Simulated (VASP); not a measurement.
# C in VASP: a series of runs

Aim: see how the results for C move with the level of theory and the settings. Levels: PBEsol, LDA. Tasks: single point.

Everything below comes from runs of VASP 6.6.1. Logs are shortened: lines on timing, memory, paths and dates and some standing lists are left out, and cuts for length are marked.

## 1. The cell of the first run

The cell holds a slab with vacuum, 4 atoms: a = 2.423 Å, b = 2.423 Å, c = 23.808 Å, α = 90.00°, β = 90.00°, γ = 120.00°.

## 2. Single point, PBEsol (volume scaled by 0.96)

Input file INCAR:

```
SYSTEM = C
ALGO = Normal
EDIFF = 1E-6
ENCUT = 520
GGA = PS
ISIF = 2
ISMEAR = -1
LASPH = .TRUE.
LCHARG = .FALSE.
LREAL = .FALSE.
LWAVE = .FALSE.
NBANDS = 16
NELM = 100
PREC = Accurate
SIGMA = 0.05
```

Input file KPOINTS:

```
k-points
0
G
  12 12 2
  0 0 0
```

Input file POSCAR:

```
C
1.0
    2.4230311730      0.0000000000      0.0000000000
   -1.2115155865      2.0984065500      0.0000000000
    0.0000000000      0.0000000000     23.8077855878
C
4
Direct
    0.6666666667      0.3333333333      0.5704754400
    0.3333333333      0.6666666667      0.4295245600
    0.0000000000      0.0000000000      0.4295312300
    0.0000000000      0.0000000000      0.5704687700
```

Potentials or basis: VASP PAW PBE potentials, release 64 (C).

Run with:

```bash
> cat potpaw_PBE.64/C/POTCAR > POTCAR
> mpirun -np 1 vasp_std > vasp.out
```

OUTCAR:

```text
SYSTEM = C
   EDIFF = 1E-6
   ENCUT = 520
   GGA = PS
   ISIF = 2
   ISMEAR = -1
   LASPH = .TRUE.
   LREAL = .FALSE.
   NELM = 100
   PREC = Accurate

 ion  position               nearest neighbor table
   1  0.667  0.333  0.570-   4 1.40   4 1.40   4 1.40
   2  0.333  0.667  0.430-   3 1.40   3 1.40   3 1.40
   3  0.000  0.000  0.430-   2 1.40   2 1.40   2 1.40
   4  0.000  0.000  0.570-   1 1.40   1 1.40   1 1.40

  LATTYP: Found a hexagonal cell.
 ALAT       =     2.4230311730
 C/A-ratio  =     9.8256208393

  Lattice vectors:

 A1 = (   2.4230311730,   0.0000000000,   0.0000000000)
 A2 = (  -1.2115155865,   2.0984065500,   0.0000000000)
 A3 = (   0.0000000000,   0.0000000000,  23.8077855878)

Analysis of symmetry for initial positions (statically):
=====================================================================
 Subroutine PRICEL returns:
 Original cell was already a primitive cell.

 Routine SETGRP: Setting up the symmetry group for a
 hexagonal supercell.

 Subroutine GETGRP returns: Found 12 space group operations
 (whereof 12 operations were pure point group operations)
 out of a pool of 24 trial point group operations.

The static configuration has the point symmetry D_3d.

Analysis of symmetry for dynamics (positions and initial velocities):
=====================================================================
 Subroutine PRICEL returns:
 Original cell was already a primitive cell.

 Routine SETGRP: Setting up the symmetry group for a
 hexagonal supercell.

 Subroutine GETGRP returns: Found 12 space group operations
 (whereof 12 operations were pure point group operations)
 out of a pool of 24 trial point group operations.

The dynamic configuration has the point symmetry D_3d.

 Subroutine INISYM returns: Found 12 space group operations
 (whereof 12 operations are pure point group operations),
 and found     1 'primitive' translations

----------------------------------------------------------------------------------------

                                     Primitive cell

  volume of cell :     121.0508

  direct lattice vectors                    reciprocal lattice vectors
     2.423031173  0.000000000  0.000000000     0.412706205  0.238276039  0.000000000
    -1.211515587  2.098406550  0.000000000     0.000000000  0.476552077  0.000000000
     0.000000000  0.000000000 23.807785588     0.000000000  0.000000000  0.042003066

  length of vectors
     2.423031173  2.423031173 23.807785588     0.476552077  0.476552077  0.042003066

  position of ions in fractional coordinates (direct lattice)
     0.666666667  0.333333333  0.570475440
     0.333333333  0.666666667  0.429524560
     0.000000000  0.000000000  0.429531230
     0.000000000  0.000000000  0.570468770

  ion indices of the primitive-cell ions
   primitive index   ion index
                 1           1
                 2           2
                 3           3
                 4           4

----------------------------------------------------------------------------------------

 KPOINTS: k-points

Automatic generation of k-mesh.
 Grid dimensions read from file:
 generate k-points for:   12   12    2

 Generating k-lattice:

  Cartesian coordinates                     Fractional coordinates (reciprocal lattice)
     0.034392184  0.019856337  0.000000000     0.083333333  0.000000000  0.000000000
     0.000000000  0.039712673  0.000000000     0.000000000  0.083333333  0.000000000
     0.000000000  0.000000000  0.021001533     0.000000000  0.000000000  0.500000000

  Length of vectors
     0.039712673  0.039712673  0.021001533

  Shift w.r.t. Gamma in fractional coordinates (k-lattice)
     0.000000000  0.000000000  0.000000000

 Subroutine IBZKPT returns following result:
 ===========================================

 Found     38 irreducible k-points:

 Following reciprocal coordinates:
            Coordinates               Weight
  0.000000  0.000000  0.000000      1.000000
  0.083333 -0.000000  0.000000      6.000000
  0.166667 -0.000000  0.000000      6.000000
  0.250000  0.000000  0.000000      6.000000
  0.333333 -0.000000  0.000000      6.000000
  0.416667  0.000000  0.000000      6.000000
[... 16 lines left out ...]
  0.250000  0.000000  0.500000      6.000000
  0.333333 -0.000000  0.500000      6.000000
 [... further k-points ...]
   k-points           NKPTS =     38   k-points in BZ     NKDIM =     38   number of bands    NBANDS=     16
   number of dos      NEDOS =    301   number of ions     NIONS =      4
   total plane-waves  NPLWV =  58320
   dimension x,y,z NGX =    18 NGY =   18 NGZ =  180
   dimension x,y,z NGXF=    36 NGYF=   36 NGZF=  360
   ions per type =               4
   NGX,Y,Z   is equivalent  to a cutoff of  12.35, 12.35, 12.57 a.u.
   NGXF,Y,Z  is equivalent  to a cutoff of  24.70, 24.70, 25.14 a.u.
 SYSTEM =  C
   PREC   = accura    normal or accurate (medium, high low for compatibility)
   ISTART =      0    job   : 0-new  1-cont  2-samecut
   ICHARG =      2    charge: 1-file 2-atom 10-const
   ISPIN  =      1    spin polarized calculation?
   LNONCOLLINEAR =      F non collinear calculations
   LSORBIT =      F    spin-orbit coupling
   LASPH  =      T    aspherical Exc in radial PAW
   ENCUT  =  520.0 eV  38.22 Ry    6.18 a.u.   4.51  4.51 44.27*2*pi/ulx,y,z
   NELM   =    100;   NELMIN=  2; NELMDL= -5     # of ELM steps
   EDIFF  = 0.1E-05   stopping-criterion for ELM
   LREAL  =      F    real-space projection
   EDIFFG = 0.1E-04   stopping-criterion for IOM
   NSW    =      0    number of steps for IOM
   IBRION =     -1    ionic relax: 0-MD 1-quasi-New 2-CG
   NFREE  =      0    steps in history (QN), initial steepest desc. (CG)
   ISIF   =      2    stress and relaxation
   ISYM   =      2    0-nonsym 1-usesym 2-fastsym
   POTIM  = 0.5000    time-step for ionic-motion
   TEBEG  =    0.0;   TEEND  =   0.0 temperature during run
   PSTRESS=    0.0 pullay stress
   NELECT =      16.0000    total number of electrons
   NUPDOWN=      -1.0000    fix difference up-down
   EMIN   =  10.00;   EMAX   =-10.00  energy-range for DOS
   EFERMI =   0.00;   METHOD = LEGACY
   ISMEAR =    -1;   SIGMA  =   0.05  broadening in eV -4-tet -1-fermi 0-gaus
   EFERMI_NEDOS =   21; number of points for ismear=-14 and -15
   IALGO  =     38    algorithm
   IMIX   =      4    mixing-type and parameters
     AMIX     =   0.40;   BMIX     =  1.00
     AMIX_MAG =   1.60;   BMIX_MAG =  1.00
  volume/ion in A,a.u.               =      30.26       204.22
  Fermi-wavevector in a.u.,A,eV,Ry     =   0.833922  1.575885  9.461852  0.695426
  Thomas-Fermi vector in A             =   1.947228
   LORBIT       =      0    0 simple, 1 ext, 2 COOP (PROOUT), +10 PAW based schemes
   GGA     = PS    functional components
   LHFCALC =     F    Hartree Fock is set to
   AEXX    =    0.0000 exact exchange contribution
   IVDW    =     0    specifies the selected vdW correction
   LEPSILON=     F    determine dielectric tensor
   LRPA    =     F    only Hartree local field effects (RPA)
 non-spin polarized calculation
  energy-cutoff  :      520.00
  volume of cell :      121.05
 maximum number of plane-waves:      3316
 NGX is ok and might be reduce to    18
   NGX =  9   NGY =  9   NGZ = 89

 number of electron      15.9999999 magnetization

 Free energy of the ion-electron system (eV)
  ---------------------------------------------------
  ext. energy  EPLUGINS =         0.00000000
  ---------------------------------------------------
  free energy    TOTEN  =       -38.49562681 eV

  energy without entropy =      -38.49367582  energy(sigma->0) =      -38.49465131

 E-fermi :  -1.6295     XC(G=0):  -3.3490

 val. band max:       -1.6295599331   @ k =   0.3333   0.3333   0.0000
 cond. band min:      -1.2814302492   @ k =   0.3333   0.3333   0.5000
 fundamental gap:      0.3481296839
 Fermi energy:        -1.6295136707

 k-point     1 :       0.0000    0.0000    0.0000
  band No.  band energies     occupation
      1     -21.5963      2.00000
      2     -21.4453      2.00000
      3     -10.1106      2.00000
      4      -9.1278      2.00000
      5      -4.5933      2.00000
      6      -4.5933      2.00000
[... 8 lines left out ...]
     15       5.2732      0.00000
     16       7.1232      0.00000

 k-point     2 :       0.0833   -0.0000    0.0000
  band No.  band energies     occupation
      1     -21.4262      2.00000
      2     -21.2767      2.00000
      3      -9.9029      2.00000
      4      -8.9262      2.00000
      5      -5.2616      2.00000
      6      -5.2457      2.00000
[... 8 lines left out ...]
     15       5.5035      0.00000
     16       7.0753      0.00000

 k-point     3 :       0.1667   -0.0000    0.0000
  band No.  band energies     occupation
      1     -20.9178      2.00000
      2     -20.7729      2.00000
      3      -9.2845      2.00000
      4      -8.3273      2.00000
      5      -6.9477      2.00000
      6      -6.9169      2.00000
[... 8 lines left out ...]
     15       6.1899      0.00000
     16       7.0507      0.00000

 k-point     4 :       0.2500    0.0000    0.0000
  band No.  band energies     occupation
      1     -20.0764      2.00000
      2     -19.9393      2.00000
      3      -9.1149      2.00000
      4      -9.0668      2.00000
      5      -8.2722      2.00000
      6      -7.3521      2.00000
[... 8 lines left out ...]
     15       6.1529      0.00000
     16       6.7845      0.00000
[... 324 lines left out ...]
 k-point    22 :       0.1667   -0.0000    0.5000
  band No.  band energies     occupation
      1     -20.9177      2.00000
      2     -20.7729      2.00000
      3      -9.2845      2.00000
      4      -8.3273      2.00000
      5      -6.9477      2.00000
      6      -6.9169      2.00000
[... 8 lines left out ...]
     15       6.8808      0.00000
     16       7.0172      0.00000

 k-point    23 :       0.2500    0.0000    0.5000
  band No.  band energies     occupation
      1     -20.0764      2.00000
      2     -19.9393      2.00000
      3      -9.1149      2.00000
      4      -9.0668      2.00000
      5      -8.2722      2.00000
      6      -7.3521      2.00000
[... 8 lines left out ...]
     15       6.3566      0.00000
     16       6.4580      0.00000

 k-point    24 :       0.3333   -0.0000    0.5000
  band No.  band energies     occupation
      1     -18.9134      2.00000
      2     -18.7868      2.00000
      3     -11.3959      2.00000
      4     -11.3304      2.00000
      5      -7.5011      2.00000
      6      -7.4765      2.00000
[... 8 lines left out ...]
     15       6.6196      0.00000
     16       6.9568      0.00000

 [... further k-points ...]
[... 5 lines left out ...]
  --------------------------------------------------------------------------------------
  -------------------------------------------------------------------------------------
  Total        4.4377215      4.4377215      0.0942460      0.0000000      0.0000000     -0.0000000
  in kB       58.7358138     58.7358138      1.2473998      0.0000000      0.0000000     -0.0000000
  external PRESSURE =      39.5730091 kB  Pullay stress =       0.0000000 kB

 VOLUME and BASIS-vectors are now :
 -----------------------------------------------------------------------------
  energy-cutoff  :      520.00
  volume of cell :      121.05
      direct lattice vectors                 reciprocal lattice vectors
     2.423031173  0.000000000  0.000000000     0.412706205  0.238276039  0.000000000
    -1.211515587  2.098406550  0.000000000     0.000000000  0.476552077  0.000000000
     0.000000000  0.000000000 23.807785588     0.000000000  0.000000000  0.042003066

 POSITION                                       TOTAL-FORCE (eV/Angst)
 -----------------------------------------------------------------------------------
      1.21152      0.69947     13.58176        -0.000000      0.000000      0.027075
     -0.00000      1.39894     10.22603        -0.000000     -0.000000     -0.027075
      0.00000      0.00000     10.22619         0.000000      0.000000     -0.007522
      0.00000      0.00000     13.58160         0.000000      0.000000      0.007522
 -----------------------------------------------------------------------------------
    total drift:                               -0.000000      0.000000      0.000000

  FREE ENERGIE OF THE ION-ELECTRON SYSTEM (eV)
  ---------------------------------------------------
  free  energy   TOTEN  =       -38.4956268139 eV

  energy  without entropy=      -38.4936758154  energy(sigma->0) =      -38.49465131
```

Run time: 81 s. Hardware: 1 thread of Intel Xeon Platinum 8488C (Sapphire Rapids), shared host; peak memory 0.24 GiB.

What came out:

* Free energy: -38.4956 eV
* Largest force: 0.027 eV/Å
* Band gap on the k mesh: zero (filled and empty bands touch)

Forces in eV/Å, atoms in the order of the input:
```
C    0.000  0.000  0.027
C    0.000  0.000 -0.027
C    0.000  0.000 -0.008
C    0.000  0.000  0.008
```

Caveat: the PAW data sets were made with another functional, which shifts forces and pressure a little.

(Continued in part 2 of 2.)
